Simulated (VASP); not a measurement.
# Be4Te (I-43m) in VASP: relaxation of cell and atoms with PBE

Aim: the relaxation of cell and atoms of Be4Te with PBE.

All numbers are computed with VASP 6.6.1; they aren't measurements. Logs are shortened: lines on timing, memory, paths and dates and some standing lists are left out, and cuts for length are marked.

## Step 1: The cell of the first run

Symmetry: I-43m, No. 217, cubic system. The conventional cell has a = 5.112 Å, b = 5.112 Å, c = 5.112 Å, α = 90.00°, β = 90.00°, γ = 90.00°. Within 2.6 Å of Be (site symmetry 3m) lie 2 Te at 1.98 to 2.45 Å and 6 Be at 2.58 Å. Te (site symmetry -43m) has 8 Be at 1.98 to 2.45 Å within 2.6 Å.

## Step 2: Relaxation of cell and atoms, PBE

The input, INCAR:

```
  ALGO = Fast
  EDIFF = 1E-6
  EDIFFG = -0.04
  ENCUT = 600
  GGA = PE
  IBRION = 2
  ISIF = 3
  ISMEAR = 0
  LASPH = T
  LCHARG = F
  LREAL = F
  LWAVE = F
  NELM = 100
  NSW = 90
  PREC = Accurate
  SIGMA = 0.1
```

The input, KPOINTS:

```
k-points
0
Gamma
  6 6 6
```

The input, POSCAR:

```
Be4Te
1.0
   -2.5558733900      2.5558733900      2.5558733900
    2.5558733900     -2.5558733900      2.5558733900
    2.5558733900      2.5558733900     -2.5558733900
Be Te
4 1
Direct
    0.5535226300      0.5535226300      0.5535226300
    0.0000000000      0.0000000000      0.4464773700
    0.0000000000      0.4464773700      0.0000000000
    0.4464773700      0.0000000000      0.0000000000
    0.0000000000      0.0000000000      0.0000000000
```

Potentials or basis: VASP PAW PBE potentials, release 64 (Be, Te).

Run with:

```sh
$ cat potpaw_PBE.64/Be/POTCAR potpaw_PBE.64/Te/POTCAR > POTCAR
$ mpirun -np 1 vasp_std > vasp.out
```

OUTCAR:

```text
EDIFF = 1E-6
   EDIFFG = -0.04
   ENCUT = 600
   GGA = PE
   IBRION = 2
   ISIF = 3
   ISMEAR = 0
   LASPH = T
   LREAL = F
   NELM = 100
   NSW = 90
   PREC = Accurate

 ion  position               nearest neighbor table
   1  0.554  0.554  0.554-   5 1.98   5 2.45
   2  0.000  0.000  0.446-   5 1.98   5 2.45
   3  0.000  0.446  0.000-   5 1.98   5 2.45
   4  0.446  0.000  0.000-   5 1.98   5 2.45
   5  0.000  0.000  0.000-   1 1.98   2 1.98   3 1.98   4 1.98   1 2.45   2 2.45   3 2.45   4 2.45

  LATTYP: Found a body centered cubic cell.
 ALAT       =     5.1117467800

  Lattice vectors:

 A1 = (  -2.5558733900,   2.5558733900,   2.5558733900)
 A2 = (   2.5558733900,  -2.5558733900,   2.5558733900)
 A3 = (   2.5558733900,   2.5558733900,  -2.5558733900)

Analysis of symmetry for initial positions (statically):
=====================================================================
 Subroutine PRICEL returns:
 Original cell was already a primitive cell.

 Routine SETGRP: Setting up the symmetry group for a
 body centered cubic supercell.

 Subroutine GETGRP returns: Found 24 space group operations
 (whereof 24 operations were pure point group operations)
 out of a pool of 48 trial point group operations.

The static configuration has the point symmetry T_d .

Analysis of symmetry for dynamics (positions and initial velocities):
=====================================================================
 Subroutine PRICEL returns:
 Original cell was already a primitive cell.

 Routine SETGRP: Setting up the symmetry group for a
 body centered cubic supercell.

 Subroutine GETGRP returns: Found 24 space group operations
 (whereof 24 operations were pure point group operations)
 out of a pool of 48 trial point group operations.

The dynamic configuration has the point symmetry T_d .

 Subroutine INISYM returns: Found 24 space group operations
 (whereof 24 operations are pure point group operations),
 and found     1 'primitive' translations

----------------------------------------------------------------------------------------

                                     Primitive cell

  volume of cell :      66.7849

  direct lattice vectors                    reciprocal lattice vectors
    -2.555873390  2.555873390  2.555873390     0.000000000  0.195627844  0.195627844
     2.555873390 -2.555873390  2.555873390     0.195627844  0.000000000  0.195627844
     2.555873390  2.555873390 -2.555873390     0.195627844  0.195627844  0.000000000

  length of vectors
     4.426902569  4.426902569  4.426902569     0.276659550  0.276659550  0.276659550
[... 91 lines left out ...]
   EMIN   =  10.00;   EMAX   =-10.00  energy-range for DOS
   EFERMI =   0.00;   METHOD = LEGACY
   ISMEAR =     0;   SIGMA  =   0.10  broadening in eV -4-tet -1-fermi 0-gaus
   EFERMI_NEDOS =   21; number of points for ismear=-14 and -15
   IALGO  =     68    algorithm
   IMIX   =      4    mixing-type and parameters
     AMIX     =   0.40;   BMIX     =  1.00
     AMIX_MAG =   1.60;   BMIX_MAG =  1.00
  volume/ion in A,a.u.               =      13.36        90.14
  Fermi-wavevector in a.u.,A,eV,Ry     =   0.972504  1.837767 12.867908  0.945765
  Thomas-Fermi vector in A             =   2.102808
   LORBIT       =      0    0 simple, 1 ext, 2 COOP (PROOUT), +10 PAW based schemes
   GGA     = PE    functional components
   LHFCALC =     F    Hartree Fock is set to
   AEXX    =    0.0000 exact exchange contribution
   IVDW    =     0    specifies the selected vdW correction
   LEPSILON=     F    determine dielectric tensor
   LRPA    =     F    only Hartree local field effects (RPA)
 conjugate gradient relaxation of ions
 non-spin polarized calculation
 RMM-DIIS sequential band-by-band and
 Gauss-broadening in eV      SIGMA  =   0.10
  energy-cutoff  :      600.00
  volume of cell :       66.78
 maximum number of plane-waves:      2250
   NGX = 17   NGY = 17   NGZ = 17

--------------------------------------- Ionic step        1  -------------------------------------------

 number of electron      14.0000001 magnetization

 Free energy of the ion-electron system (eV)
  ---------------------------------------------------
  ext. energy  EPLUGINS =         0.00000000
  ---------------------------------------------------
  free energy    TOTEN  =        -7.65126479 eV

  energy without entropy =       -7.62218660  energy(sigma->0) =       -7.63672569

------------------------ aborting loop because EDIFF is reached ----------------------------------------

  FORCE on cell =-STRESS in cart. coord.  units (eV):
  Direction    XX          YY          ZZ          XY          YZ          ZX
  --------------------------------------------------------------------------------------
  -------------------------------------------------------------------------------------
  Total       15.3299976     15.3299976     15.3299976      0.0000000     -0.0000000     -0.0000000
  in kB      367.7686199    367.7686199    367.7686199      0.0000000     -0.0000000     -0.0000000
  external PRESSURE =     367.7686199 kB  Pullay stress =       0.0000000 kB
[... 143 lines left out ...]
--------------------------------------- Ionic step        5  -------------------------------------------

 number of electron      14.0000001 magnetization

 E-fermi :   4.6529     XC(G=0):  -8.9764

 val. band max:        4.6337097685   @ k =   0.0000   0.0000   0.0000
 cond. band min:       4.6596384940   @ k =   0.3333   0.1667  -0.0000
 fundamental gap:      0.0259287255
 Fermi energy:         4.6529158211

 k-point     1 :       0.0000    0.0000    0.0000
  band No.  band energies     occupation
      1      -9.2591      2.00000
      2      -1.1317      2.00000
      3      -1.1317      2.00000
      4      -1.1317      2.00000
      5       1.7080      2.00000
      6       4.6337      1.21408
      7       4.6337      1.21408
      8       4.6337      1.21408
      9       4.7911      0.05061
     10       4.7911      0.05061
     11       4.7911      0.05061
[... 285 lines left out ...]
--------------------------------------- Ionic step        7  -------------------------------------------

 number of electron      14.0000001 magnetization

 Free energy of the ion-electron system (eV)
  ---------------------------------------------------
  ext. energy  EPLUGINS =         0.00000000
  ---------------------------------------------------
  free energy    TOTEN  =       -11.39437407 eV

  energy without entropy =      -11.35937779  energy(sigma->0) =      -11.37687593

 E-fermi :   4.8144     XC(G=0):  -9.0455

 val. band max:        4.7903932464   @ k =   0.5000   0.5000   0.3333
 cond. band min:       4.8263509612   @ k =   0.3333   0.1667  -0.0000
 fundamental gap:      0.0359577148
 Fermi energy:         4.8143947811

 k-point     1 :       0.0000    0.0000    0.0000
  band No.  band energies     occupation
      1      -9.1977      2.00000
      2      -1.0483      2.00000
      3      -1.0483      2.00000
      4      -1.0483      2.00000
      5       1.8988      2.00000
      6       4.7696      1.47402
      7       4.7696      1.47402
      8       4.7696      1.47402
      9       5.0010      0.00833
     10       5.0010      0.00833
     11       5.0010      0.00833
[... 240 lines left out ...]
  FREE ENERGIE OF THE ION-ELECTRON SYSTEM (eV)
  ---------------------------------------------------
  free  energy   TOTEN  =       -11.3943740747 eV

  energy  without entropy=      -11.3593777936  energy(sigma->0) =      -11.37687593

 reached required accuracy - stopping structural energy minimisation
```

OSZICAR:

```text
N       E                     dE             d eps       ncg     rms          rms(c)
DAV:   1     0.419824726912E+02    0.41982E+02   -0.58505E+03   352   0.116E+03
DAV:   2    -0.492774855281E+01   -0.46910E+02   -0.44407E+02   462   0.165E+02
DAV:   3    -0.786840352768E+01   -0.29407E+01   -0.28428E+01   479   0.437E+01
DAV:   4    -0.794457244528E+01   -0.76169E-01   -0.74876E-01   463   0.674E+00
[... 71 lines left out ...]
       N       E                     dE             d eps       ncg     rms          rms(c)
DAV:   1    -0.113943930459E+02   -0.19029E-04   -0.49940E-04   421   0.149E-01    0.189E-02
RMM:   2    -0.113943756904E+02    0.17356E-04   -0.33372E-05   352   0.398E-02    0.812E-03
RMM:   3    -0.113943738418E+02    0.18485E-05   -0.16423E-05   352   0.219E-02    0.429E-03
RMM:   4    -0.113943740747E+02   -0.23285E-06   -0.11830E-06   215   0.989E-03
   7 F= -.11394374E+02 E0= -.11376876E+02  d E =-.362368E-01
```

CONTCAR:

```text
Be4Te
   1.00000000000000
    -2.7730461050205171    2.7730461050205171    2.7730461050205171
     2.7730461050205171   -2.7730461050205171    2.7730461050205171
     2.7730461050205171    2.7730461050205171   -2.7730461050205171
  Be              Te
     4     1
Direct
     0.5008220413312011    0.5008220413312010    0.5008220413312010
     0.0000000000000000    0.0000000000000000    0.4991779586687988
     0.0000000000000000    0.4991779586687988    0.0000000000000000
     0.4991779586687988    0.0000000000000000    0.0000000000000000
     0.0000000000000000    0.0000000000000000    0.0000000000000000

  0.00000000E+00  0.00000000E+00  0.00000000E+00
  0.00000000E+00  0.00000000E+00  0.00000000E+00
  0.00000000E+00  0.00000000E+00  0.00000000E+00
  0.00000000E+00  0.00000000E+00  0.00000000E+00
  0.00000000E+00  0.00000000E+00  0.00000000E+00
```

Wall time 49 s (1 thread of Intel Xeon 6975P-C (Granite Rapids), shared host); peak memory 0.21 GiB.

What came out:

```yaml
Free_energy: -11.3944 eV
Relaxed_volume: 17.06 Å³/atom
Relaxed_cell: a = 4.803 Å, b = 4.803 Å, c = 4.803 Å, α = 109.47°, β = 109.47°, γ = 109.47°
Space_group_after_relaxing_to_0.05_Å: Im-3m (No. 229)
Energy_gained_by_relaxing: 748.6 meV/atom
Ionic_steps: 7
Pressure_after_relaxing: 0.2 GPa
Largest_force_after_relaxing: 0.038 eV/Å
Band_gap_on_the_k_mesh: zero (band 7 reaches 5.82 eV, above the bottom of band 8 at 3.91 eV)
```

Forces on the atoms (eV/Å):
```
Be  -0.022 -0.022 -0.022
Be   0.022  0.022 -0.022
Be   0.022 -0.022  0.022
Be  -0.022  0.022  0.022
Te   0.000  0.000  0.000
```

Step by step:
| step | energy change (eV) | largest force (eV/Å) | pressure (GPa) | volume (Å³) |
| --- | --- | --- | --- | --- |
| 1 | 0.0000 | 5.9488 | 36.78 | 66.78 |
| 2 | -3.3823 | 0.2431 | -5.93 | 101.02 |
| 3 | -3.7070 | 0.3078 | -1.37 | 88.44 |
| 4 | -3.7069 | 0.2699 | -1.64 | 88.91 |
| 5 | -3.7337 | 0.1651 | -0.78 | 87.09 |
| 6 | -3.7431 | 0.0434 | 0.20 | 85.37 |
| 7 | -3.7431 | 0.0380 | 0.24 | 85.30 |

Final structure:
```
Be Te
1.0
    -2.77305    2.77305    2.77305
     2.77305   -2.77305    2.77305
     2.77305    2.77305   -2.77305
Be Te
4 1
Cartesian
  1.3888 1.3888 1.3888
  1.3842 1.3842 -1.3842
  1.3842 -1.3842 1.3842
  -1.3842 1.3842 1.3842
  0.0000 0.0000 0.0000
```

Caveat: the volume moved by over 15 % at a fixed basis, so the end points are rough; spin-orbit coupling is left out, which moves the levels of the heavy elements.
